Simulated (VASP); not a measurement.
Wanted: the native input for a VASP 6.6.1 run.

| Item | Value |
| --- | --- |
| Task | density of states |
| Functional | PBE |
| Potentials or basis | VASP PAW PBE potentials, release 64 (Te, Mo_sv) |
| Cutoff | 520 eV |
| k mesh | 12 × 12 × 2 |
| Occupations | gaussian, width 0.02 eV |
| Spin | no spin polarisation |
| Dipole correction | no |
| k mesh for the DOS | 18 × 18 × 3 |
| Occupations for the DOS | tetrahedron |
| Further INCAR settings | ALGO = Normal; EDIFF = 1e-07 |

Slab: Te2Mo, a slab with vacuum.

```xyz
3
Lattice="3.5550 0.0000 0.0000 -1.7775 3.0787 0.0000 0.0000 0.0000 17.5182" Properties=species:S:1:pos:R:3 pbc="T T T"
Te    0.0000    2.0525   15.7102
Te    0.0000    2.0525    1.8080
Mo    0.0000    0.0000    0.0000
```

These files were run (other wordings do the same):

POSCAR

```
Te2Mo
1.0
    3.5549667215     -0.0000000029      0.0000000000
   -1.7774833583      3.0786914919      0.0000000000
    0.0000000000      0.0000000000     17.5181591292
Te Mo
2 1
Direct
    0.3333333333      0.6666666667      0.8967943705
    0.3333333333      0.6666666667      0.1032056295
    0.0000000000      0.0000000000      0.0000000000
```

INCAR.step1

```
SYSTEM = Te2Mo
  ALGO = Normal
  EDIFF = 1E-7
  ENCUT = 520
  GGA = PE
  ISIF = 2
  ISMEAR = 0
  LASPH = .True.
  LCHARG = .True.
  LMAXMIX = 4
  LREAL = .False.
  LWAVE = .False.
  NBANDS = 20
  NELM = 60
  PREC = Accurate
  SIGMA = 0.02
```

KPOINTS.step1

```
k-points
0
Gamma
  12 12 2
  0 0 0
```

INCAR.step2

```
SYSTEM = Te2Mo
  ALGO = Normal
  EDIFF = 1E-7
  ENCUT = 520
  GGA = PE
  ICHARG = 11
  ISIF = 2
  ISMEAR = -5
  LASPH = .True.
  LCHARG = .False.
  LMAXMIX = 4
  LORBIT = 11
  LREAL = .False.
  LWAVE = .False.
  NEDOS = 1001
  NELM = 60
  PREC = Accurate
  SIGMA = 0.02
```

KPOINTS.step2

```
k-points
0
Gamma
  18 18 3
  0 0 0
```

Potentials or basis: VASP PAW PBE potentials, release 64 (Te, Mo_sv).

The run is started by

```bash
$ cat potpaw_PBE.64/Te/POTCAR potpaw_PBE.64/Mo_sv/POTCAR > POTCAR
$ cp INCAR.step1 INCAR
$ cp KPOINTS.step1 KPOINTS
$ mpirun -np 1 vasp_std > vasp.out
$ cp INCAR.step2 INCAR
$ cp KPOINTS.step2 KPOINTS
$ mpirun -np 1 vasp_std > vasp.out
```

Results of the run:

The valence electrons inside the program's atomic spheres are Te 3.42; Mo 12.35.

Caveat: spin-orbit coupling is left out, which moves the levels of the heavy elements.

Run time: 2.5 min on 1 thread of Intel(R) Xeon(R) 6975P-C (Granite Rapids) (shared host), peak memory 0.47 GiB.
